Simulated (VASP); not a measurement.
# Be2C (Fm-3m) in VASP: further runs

The runs below take Be2C through single point, with PBE.

Program: VASP 6.6.1. These are calculated values, not measurements. Logs are shortened: lines on timing, memory, paths and dates and some standing lists are left out, and cuts for length are marked.

## 1. The cell of the first run

It takes space group Fm-3m (No. 225, cubic). The conventional cell has a = 4.248 Å, b = 4.248 Å, c = 4.248 Å, α = 90.00°, β = 90.00°, γ = 90.00°. Be (site symmetry -43m) has 4 C at 1.84 Å and 6 Be at 2.12 Å within 2.4 Å. Within 2.4 Å of C (site symmetry m-3m) lie 8 Be at 1.84 Å.

## 2. Single point, PBE (volume changed by -5%)

INCAR

```
SYSTEM = Be2C
  PREC = Accurate
  ENCUT = 600
  EDIFF = 1E-6
  ISMEAR = 0
  SIGMA = 0.01
  LREAL = .False.
  LASPH = .True.
  NELM = 120
  ALGO = Normal
  ISIF = 2
  LWAVE = .False.
  LCHARG = .True.
  GGA = PE
  LELF = .True.
  LVHAR = .True.
  NBANDS = 11
  GGA_COMPAT = .False.
```

KPOINTS

```
Automatic mesh
0
Gamma
  6 6 6
  0 0 0
```

POSCAR

```
Be2C
1.0
    0.0000000000      2.1238601940      2.1238601940
    2.1238601940      0.0000000000      2.1238601940
    2.1238601940      2.1238601940      0.0000000000
Be C
2 1
Direct
    0.7500000000      0.7500000000      0.7500000000
    0.2500000000      0.2500000000      0.2500000000
    0.0000000000      0.0000000000      0.0000000000
```

Potentials or basis: VASP PAW PBE potentials, release 64 (Be, C).

Started as:

```
$ cat potpaw_PBE.64/Be/POTCAR potpaw_PBE.64/C/POTCAR > POTCAR
$ mpirun -np 1 vasp_std > vasp.out
```

OUTCAR:

```text
SYSTEM = Be2C
   PREC = Accurate
   ENCUT = 600
   EDIFF = 1E-6
   ISMEAR = 0
   LREAL = .False.
   LASPH = .True.
   NELM = 120
   ISIF = 2
   GGA = PE

 ion  position               nearest neighbor table
   1  0.750  0.750  0.750-   3 1.84   3 1.84   3 1.84   3 1.84   2 2.12   2 2.12   2 2.12   2 2.12
                             2 2.12   2 2.12
   2  0.250  0.250  0.250-   3 1.84   3 1.84   3 1.84   3 1.84   1 2.12   1 2.12   1 2.12   1 2.12
                             1 2.12   1 2.12
   3  0.000  0.000  0.000-   1 1.84   1 1.84   1 1.84   2 1.84   2 1.84   2 1.84   2 1.84   1 1.84

  LATTYP: Found a face centered cubic cell.
 ALAT       =     4.2477203880

  Lattice vectors:

 A1 = (   0.0000000000,   2.1238601940,   2.1238601940)
 A2 = (   2.1238601940,   0.0000000000,   2.1238601940)
 A3 = (   2.1238601940,   2.1238601940,   0.0000000000)

Analysis of symmetry for initial positions (statically):
=====================================================================
 Subroutine PRICEL returns:
 Original cell was already a primitive cell.

 Routine SETGRP: Setting up the symmetry group for a
 face centered cubic supercell.

 Subroutine GETGRP returns: Found 48 space group operations
 (whereof 48 operations were pure point group operations)
 out of a pool of 48 trial point group operations.

The static configuration has the point symmetry O_h .

Analysis of symmetry for dynamics (positions and initial velocities):
=====================================================================
 Subroutine PRICEL returns:
 Original cell was already a primitive cell.

 Routine SETGRP: Setting up the symmetry group for a
 face centered cubic supercell.

 Subroutine GETGRP returns: Found 48 space group operations
 (whereof 48 operations were pure point group operations)
 out of a pool of 48 trial point group operations.

The dynamic configuration has the point symmetry O_h .

 Subroutine INISYM returns: Found 48 space group operations
 (whereof 48 operations are pure point group operations),
 and found     1 'primitive' translations

----------------------------------------------------------------------------------------

                                     Primitive cell

  volume of cell :      19.1605

  direct lattice vectors                    reciprocal lattice vectors
     0.000000000  2.123860194  2.123860194    -0.235420392  0.235420392  0.235420392
     2.123860194  0.000000000  2.123860194     0.235420392 -0.235420392  0.235420392
     2.123860194  2.123860194  0.000000000     0.235420392  0.235420392 -0.235420392

  length of vectors
     3.003591891  3.003591891  3.003591891     0.407760081  0.407760081  0.407760081

  position of ions in fractional coordinates (direct lattice)
     0.750000000  0.750000000  0.750000000
     0.250000000  0.250000000  0.250000000
     0.000000000  0.000000000  0.000000000

  ion indices of the primitive-cell ions
   primitive index   ion index
                 1           1
                 2           2
                 3           3

----------------------------------------------------------------------------------------

 KPOINTS: Automatic mesh

Automatic generation of k-mesh.
 Grid dimensions read from file:
 generate k-points for:    6    6    6

 Generating k-lattice:

  Cartesian coordinates                     Fractional coordinates (reciprocal lattice)
    -0.039236732  0.039236732  0.039236732     0.166666667  0.000000000  0.000000000
     0.039236732 -0.039236732  0.039236732     0.000000000  0.166666667  0.000000000
     0.039236732  0.039236732 -0.039236732     0.000000000  0.000000000  0.166666667

  Length of vectors
     0.067960013  0.067960013  0.067960013

  Shift w.r.t. Gamma in fractional coordinates (k-lattice)
     0.000000000  0.000000000  0.000000000

 Subroutine IBZKPT returns following result:
 ===========================================

 Found     16 irreducible k-points:

 Following reciprocal coordinates:
            Coordinates               Weight
  0.000000  0.000000  0.000000      1.000000
  0.166667  0.000000  0.000000      8.000000
  0.333333  0.000000  0.000000      8.000000
  0.500000  0.000000  0.000000      4.000000
  0.166667  0.166667  0.000000      6.000000
  0.333333  0.166667  0.000000     24.000000
[... 8 lines left out ...]
 -0.333333  0.333333  0.166667     24.000000
 -0.333333  0.500000  0.166667     12.000000
   k-points           NKPTS =     16   k-points in BZ     NKDIM =     16   number of bands    NBANDS=     11
   number of dos      NEDOS =    301   number of ions     NIONS =      3
   total plane-waves  NPLWV =  13824
   dimension x,y,z NGX =    24 NGY =   24 NGZ =   24
   dimension x,y,z NGXF=    48 NGYF=   48 NGZF=   48
   ions per type =               2   1
   NGX,Y,Z   is equivalent  to a cutoff of  13.28, 13.28, 13.28 a.u.
   NGXF,Y,Z  is equivalent  to a cutoff of  26.57, 26.57, 26.57 a.u.
 SYSTEM =  Be2C
   PREC   = accura    normal or accurate (medium, high low for compatibility)
   ISTART =      0    job   : 0-new  1-cont  2-samecut
   ICHARG =      2    charge: 1-file 2-atom 10-const
   ISPIN  =      1    spin polarized calculation?
   LNONCOLLINEAR =      F non collinear calculations
   LSORBIT =      F    spin-orbit coupling
   LASPH  =      T    aspherical Exc in radial PAW
   ENCUT  =  600.0 eV  44.10 Ry    6.64 a.u.   6.00  6.00  6.00*2*pi/ulx,y,z
   NELM   =    120;   NELMIN=  2; NELMDL= -5     # of ELM steps
   EDIFF  = 0.1E-05   stopping-criterion for ELM
   LREAL  =      F    real-space projection
   EDIFFG = 0.1E-04   stopping-criterion for IOM
   NSW    =      0    number of steps for IOM
   IBRION =     -1    ionic relax: 0-MD 1-quasi-New 2-CG
   NFREE  =      0    steps in history (QN), initial steepest desc. (CG)
   ISIF   =      2    stress and relaxation
   ISYM   =      2    0-nonsym 1-usesym 2-fastsym
   POTIM  = 0.5000    time-step for ionic-motion
   TEBEG  =    0.0;   TEEND  =   0.0 temperature during run
   PSTRESS=    0.0 pullay stress
   NELECT =       8.0000    total number of electrons
   NUPDOWN=      -1.0000    fix difference up-down
   EMIN   =  10.00;   EMAX   =-10.00  energy-range for DOS
   EFERMI =   0.00;   METHOD = LEGACY
   ISMEAR =     0;   SIGMA  =   0.01  broadening in eV -4-tet -1-fermi 0-gaus
   EFERMI_NEDOS =   21; number of points for ismear=-14 and -15
   IALGO  =     38    algorithm
   IMIX   =      4    mixing-type and parameters
     AMIX     =   0.40;   BMIX     =  1.00
     AMIX_MAG =   1.60;   BMIX_MAG =  1.00
  volume/ion in A,a.u.               =       6.39        43.10
  Fermi-wavevector in a.u.,A,eV,Ry     =   1.223589  2.312248 20.370236  1.497170
  Thomas-Fermi vector in A             =   2.358694
   LORBIT       =      0    0 simple, 1 ext, 2 COOP (PROOUT), +10 PAW based schemes
   GGA     = PE    functional components
   LHFCALC =     F    Hartree Fock is set to
   AEXX    =    0.0000 exact exchange contribution
   IVDW    =     0    specifies the selected vdW correction
   LEPSILON=     F    determine dielectric tensor
   LRPA    =     F    only Hartree local field effects (RPA)
 non-spin polarized calculation
 Gauss-broadening in eV      SIGMA  =   0.01
  energy-cutoff  :      600.00
  volume of cell :       19.16
 maximum number of plane-waves:       650
   NGX = 11   NGY = 11   NGZ = 11

 number of electron       7.9999999 magnetization

 Free energy of the ion-electron system (eV)
  ---------------------------------------------------
  ext. energy  EPLUGINS =         0.00000000
  ---------------------------------------------------
  free energy    TOTEN  =       -17.40625267 eV

  energy without entropy =      -17.40625267  energy(sigma->0) =      -17.40625267

 E-fermi :   8.4234     XC(G=0): -11.6626

 val. band max:        8.2980993224   @ k =   0.0000   0.0000   0.0000
 cond. band min:       9.4768824635   @ k =   0.5000   0.5000   0.0000
 fundamental gap:      1.1787831411
 Fermi energy:         8.4234412861

 k-point     1 :       0.0000    0.0000    0.0000
  band No.  band energies     occupation
      1      -7.1662      2.00000
      2       8.2981      2.00000
      3       8.2981      2.00000
      4       8.2981      2.00000
      5      12.5299      0.00000
      6      12.5299      0.00000
      7      12.5299      0.00000
      8      15.6893      0.00000
      9      21.9134      0.00000
     10      21.9134      0.00000
     11      21.9134      0.00000

 k-point     2 :       0.1667    0.0000    0.0000
  band No.  band energies     occupation
      1      -6.7106      2.00000
      2       5.3294      2.00000
      3       7.5666      2.00000
      4       7.5666      2.00000
      5      13.5522      0.00000
      6      13.5522      0.00000
      7      14.2241      0.00000
      8      16.5628      0.00000
      9      20.0099      0.00000
     10      20.0099      0.00000
     11      23.1102      0.00000

 k-point     3 :       0.3333    0.0000    0.0000
  band No.  band energies     occupation
      1      -5.4126      2.00000
      2       1.4051      2.00000
      3       6.6859      2.00000
      4       6.6859      2.00000
      5      13.8114      0.00000
      6      13.8114      0.00000
      7      15.4439      0.00000
      8      17.9473      0.00000
      9      20.9985      0.00000
     10      20.9985      0.00000
     11      25.4168      0.00000
[... 155 lines left out ...]
 k-point    15 :      -0.3333    0.3333    0.1667
  band No.  band energies     occupation
      1      -3.3978      2.00000
      2       0.4483      2.00000
      3       3.0846      2.00000
      4       3.8021      2.00000
      5      13.8387      0.00000
      6      15.8428      0.00000
      7      18.9792      0.00000
      8      19.6396      0.00000
      9      20.7102      0.00000
     10      22.9072      0.00000
     11      26.9530      0.00000

 k-point    16 :      -0.3333    0.5000    0.1667
  band No.  band energies     occupation
      1      -3.1434      2.00000
      2       1.7196      2.00000
      3       2.0590      2.00000
      4       2.7025      2.00000
      5      12.4478      0.00000
      6      16.2678      0.00000
      7      18.7362      0.00000
      8      20.7528      0.00000
      9      22.7539      0.00000
     10      24.1352      0.00000
     11      25.7238      0.00000

------------------------ aborting loop because EDIFF is reached ----------------------------------------

  FORCE on cell =-STRESS in cart. coord.  units (eV):
  Direction    XX          YY          ZZ          XY          YZ          ZX
  --------------------------------------------------------------------------------------
  -------------------------------------------------------------------------------------
  Total        1.5376608      1.5376608      1.5376608      0.0000000      0.0000000     -0.0000000
  in kB      128.5770153    128.5770153    128.5770153      0.0000000      0.0000000     -0.0000000
  external PRESSURE =     128.5770153 kB  Pullay stress =       0.0000000 kB

 VOLUME and BASIS-vectors are now :
 -----------------------------------------------------------------------------
  energy-cutoff  :      600.00
  volume of cell :       19.16
      direct lattice vectors                 reciprocal lattice vectors
     0.000000000  2.123860194  2.123860194    -0.235420392  0.235420392  0.235420392
     2.123860194  0.000000000  2.123860194     0.235420392 -0.235420392  0.235420392
     2.123860194  2.123860194  0.000000000     0.235420392  0.235420392 -0.235420392

 POSITION                                       TOTAL-FORCE (eV/Angst)
 -----------------------------------------------------------------------------------
      3.18579      3.18579      3.18579        -0.000000     -0.000000      0.000000
      1.06193      1.06193      1.06193         0.000000      0.000000     -0.000000
      0.00000      0.00000      0.00000         0.000000     -0.000000      0.000000
 -----------------------------------------------------------------------------------
    total drift:                               -0.000000     -0.000000      0.000000

  FREE ENERGIE OF THE ION-ELECTRON SYSTEM (eV)
  ---------------------------------------------------
  free  energy   TOTEN  =       -17.4062526682 eV

  energy  without entropy=      -17.4062526682  energy(sigma->0) =      -17.40625267
```

It took 5.2 s on 1 thread of Intel Xeon 8259CL, shared host; peak memory 0.13 GiB.

What came out:

| Property | Result |
| --- | --- |
| Free energy | -17.4063 eV |
| Pressure | 12.9 GPa |
| Band gap on the k mesh | 1.18 eV, indirect (least direct gap 4.23 eV) |

Levels at points of the mesh, in eV from the valence-band top:
```
           k point  band 1  band 2  band 3  band 4  band 5  band 6  band 7  band 8
(0.00, 0.00, 0.00)  -15.46    0.00    0.00    0.00    4.23    4.23    4.23    7.39
(0.50, 0.00, 0.00)  -12.46   -9.09   -1.92   -1.92    5.11    5.11    7.63   10.18
(0.50, 0.50, 0.00)  -11.71   -6.99   -4.97   -4.97    1.18    6.12   13.87   13.87
```

Caveat: the k points lie up to 0.43 Å⁻¹ apart. A k mesh can miss the band edges.

## 3. Single point, PBE (volume changed by +5%)

INCAR

```
SYSTEM = Be2C
ALGO = Normal
EDIFF = 1E-6
ENCUT = 600
GGA = PE
GGA_COMPAT = .False.
ISIF = 2
ISMEAR = 0
LASPH = .True.
LCHARG = .True.
LELF = .True.
LREAL = .False.
LVHAR = .True.
LWAVE = .False.
NBANDS = 11
NELM = 120
PREC = Accurate
SIGMA = 0.01
```

KPOINTS

```
k-points
0
Gamma
  6 6 6
  0 0 0
```

POSCAR

```
Be2C
1.0
    0.0000000000      2.1959097646      2.1959097646
    2.1959097646      0.0000000000      2.1959097646
    2.1959097646      2.1959097646      0.0000000000
Be C
2 1
Direct
    0.7500000000      0.7500000000      0.7500000000
    0.2500000000      0.2500000000      0.2500000000
    0.0000000000      0.0000000000      0.0000000000
```

Potentials or basis: VASP PAW PBE potentials, release 64 (Be, C).

Started as:

```
$ cat potpaw_PBE.64/Be/POTCAR potpaw_PBE.64/C/POTCAR > POTCAR
$ mpirun -np 1 vasp_std > vasp.out
```

It took 10 s on 1 thread of Intel Xeon 8259CL, shared host; peak memory 0.15 GiB.

It converged, with:

* Free energy: -17.4293 eV
* Pressure: -7.9 GPa
* Band gap on the k mesh: 1.14 eV, indirect (least direct gap 4.04 eV)

Levels at points of the mesh, in eV from the valence-band top:
```
           k point  band 1  band 2  band 3  band 4  band 5  band 6  band 7  band 8
(0.00, 0.00, 0.00)  -14.73    0.00    0.00    0.00    4.04    4.04    4.04    6.28
(0.50, 0.00, 0.00)  -11.97   -8.46   -1.76   -1.76    4.92    4.92    6.55    9.55
(0.50, 0.50, 0.00)  -11.22   -6.62   -4.55   -4.55    1.14    5.43   12.79   12.79
```

## 4. Single point, PBE (volume changed by +10%)

INCAR

```
SYSTEM = Be2C
  ALGO = Normal
  EDIFF = 1E-6
  ENCUT = 600
  GGA = PE
  GGA_COMPAT = .False.
  ISIF = 2
  ISMEAR = 0
  LASPH = .True.
  LCHARG = .False.
  LREAL = .False.
  LWAVE = .False.
  NBANDS = 11
  NELM = 120
  PREC = Accurate
  SIGMA = 0.01
```

KPOINTS is that of step 3.

POSCAR

```
Be2C
1.0
    0.0000000000      2.2302263976      2.2302263976
    2.2302263976      0.0000000000      2.2302263976
    2.2302263976      2.2302263976      0.0000000000
Be C
2 1
Direct
    0.7500000000      0.7500000000      0.7500000000
    0.2500000000      0.2500000000      0.2500000000
    0.0000000000      0.0000000000      0.0000000000
```

Started as:

```
$ cat potpaw_PBE.64/Be/POTCAR potpaw_PBE.64/C/POTCAR > POTCAR
$ mpirun -np 1 vasp_std > vasp.out
```

Wall time 9.9 s (1 thread of Intel Xeon 8259CL, shared host); peak memory 0.15 GiB.

It converged, with:

* Free energy: -17.3559 eV
* Pressure: -15.4 GPa
* Band gap on the k mesh: 1.11 eV, indirect (least direct gap 3.95 eV)

Levels at points of the mesh, in eV from the valence-band top:
| k point | band 2 | band 3 | band 4 | band 5 | band 6 | band 7 |
| --- | --- | --- | --- | --- | --- | --- |
| (0.00, 0.00, 0.00) | 0.00 | 0.00 | 0.00 | 3.95 | 3.95 | 3.95 |
| (0.50, 0.00, 0.00) | -8.18 | -1.69 | -1.69 | 4.83 | 4.83 | 6.08 |
| (0.50, 0.50, 0.00) | -6.46 | -4.37 | -4.37 | 1.11 | 5.13 | 12.31 |

## 5. Overview

| cell | gap on the mesh (eV) | pressure (GPa) |
| --- | --- | --- |
| a = 3.004 Å, angles 60.0°, 3 atoms | 1.18 | 12.9 |
| a = 3.105 Å, angles 60.0°, 3 atoms | 1.14 | -7.9 |
| a = 3.154 Å, angles 60.0°, 3 atoms | 1.11 | -15.4 |

Alike in all rows: task single point; level PBE; potentials or basis VASP PAW PBE potentials, release 64 (Be, C); no spin polarisation; k mesh 6 × 6 × 6; cutoff (eV) 600; smearing gaussian 0.01 eV.

Caveats: some runs use coarse meshes.

Total energies depend on the potentials used, so only differences within one code and one set of settings carry meaning.
